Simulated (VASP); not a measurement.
Set up this calculation in VASP 6.6.1, as the native input.

```
Task                   : single point
Functional             : PBEsol
Potentials or basis    : VASP PAW PBE potentials, release 64 (In_d)
Cutoff                 : 520 eV
k mesh                 : 20 × 20 × 20
Occupations            : gaussian, width 0.15 eV
Spin                   : no spin polarisation
Dipole correction      : no
Further INCAR settings : ALGO = Fast; EDIFF = 1e-07; NBANDS = 12
```

The structure of In lies in POSCAR:

```
In
1.0
   -1.6017577500      1.6017577500      2.4739500000
    1.6017577500     -1.6017577500      2.4739500000
    1.6017577500      1.6017577500     -2.4739500000
In
1
Direct
    0.0000000000      0.0000000000      0.0000000000
```

This cell differs from its parent crystal: strain -0.015 along x and y, +0.000 along z.

These files were run (other wordings do the same):

INCAR

```
PREC = Accurate
ENCUT = 520
EDIFF = 1E-7
ISMEAR = 0
SIGMA = 0.15
LREAL = F
LASPH = T
NELM = 60
ALGO = Fast
ISIF = 2
LWAVE = F
LCHARG = F
GGA = PS
NBANDS = 12
```

KPOINTS

```
regular mesh
0
Gamma
  20 20 20
```

Potentials or basis: VASP PAW PBE potentials, release 64 (In_d).

Run with:

```sh
$ cat potpaw_PBE.64/In_d/POTCAR > POTCAR
$ mpirun -np 1 vasp_std > vasp.out
```

It gave:

```yaml
Pressure: 0.3 GPa
```

Caveat: the cell differs from its parent crystal (strain -0.015 along x and y, +0.000 along z); the PAW data sets were made with another functional, which shifts forces and pressure a little.

Wall time 3.1 min on 1 thread of Intel(R) Xeon(R) Platinum 8488C (Sapphire Rapids) (shared host), peak memory 0.3 GiB.
